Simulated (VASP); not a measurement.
Runs of VASP 6.6.1 on ZrN. The structure is that of space group Fm-3m (No. 225), or close to it. The cells are those of the table. 

```tsv
task	cell	cutoff (eV)	gap on the mesh (eV)	pressure (GPa)
single point	a = 3.214, b = 3.214, c = 3.230 Å, angles 59.8, 59.8, 60.3°, 2 atoms	600	none	(a)
single point	a = 3.164 Å, angles 60.0°, 2 atoms	600	none	10.8
electric field gradients	a = 3.252 Å, angles 60.0°, 2 atoms	520	none	-11.8
electric field gradients	a = 3.209 Å, angles 60.0°, 2 atoms	520	none	-1.7
electric field gradients	a = 3.273 Å, angles 60.0°, 2 atoms	520	none	(b)
single point	a = 3.252 Å, angles 60.0°, 2 atoms	600	none	-11.8
single point	a = 3.187 Å, angles 60.0°, 2 atoms	600	none	4.2
electric field gradients	a = 3.294 Å, angles 60.0°, 2 atoms	520	none	-19.9
single point	a = 3.209 Å, angles 60.0°, 2 atoms	600	none	-1.7
electric field gradients	a = 3.187 Å, angles 60.0°, 2 atoms	520	none	4.3
```

Alike in all rows: level LDA; potentials or basis VASP PAW LDA potentials, release 64 (Zr_sv, N); no spin polarisation; k mesh 9 × 9 × 9; smearing fermi-dirac 0.03 eV.

Q: Fill in the values left out.

A: (a) -4.4; (b) -16.1.

A k mesh can miss the band edges, and the runs leave out spin-orbit coupling on Zr.

A gap of «none» marks levels without a gap at the run's occupations.
